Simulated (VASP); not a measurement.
Runs of VASP 6.6.1 on TaF3. The structure is that of space group Pm-3m (No. 221), or close to it. The cells are those of the table. 

```csv
cell,gap on the mesh (eV),pressure (GPa)
"a = 3.843, b = 3.843, c = 3.784 Å, 4 atoms",none,35.0
"a = 3.784, b = 3.784, c = 3.843 Å, 4 atoms",none,(a)
"a = 3.843 Å, 4 atoms",none,(b)
"a = 4.018 Å, 4 atoms",none,5.6
"a = 3.784, b = 3.784, c = 3.901 Å, 4 atoms",none,35.4
```

Alike in all rows: task single point; level PBEsol; potentials or basis VASP PAW PBE potentials, release 64 (Ta_pv, F); no spin polarisation; k mesh 12 × 12 × 12; cutoff (eV) 520; smearing gaussian 0.15 eV.

Question: Fill in the values left out.

Answer: (a) 39.1; (b) 31.0.

Caveats: the cell stands under pressure; the PAW data sets were made with another functional, which shifts forces and pressure a little; spin-orbit coupling is left out, which moves the levels of the heavy elements.

A k mesh can miss the band edges, and the runs leave out spin-orbit coupling on Ta.

A gap of «none» marks levels without a gap at the run's occupations.
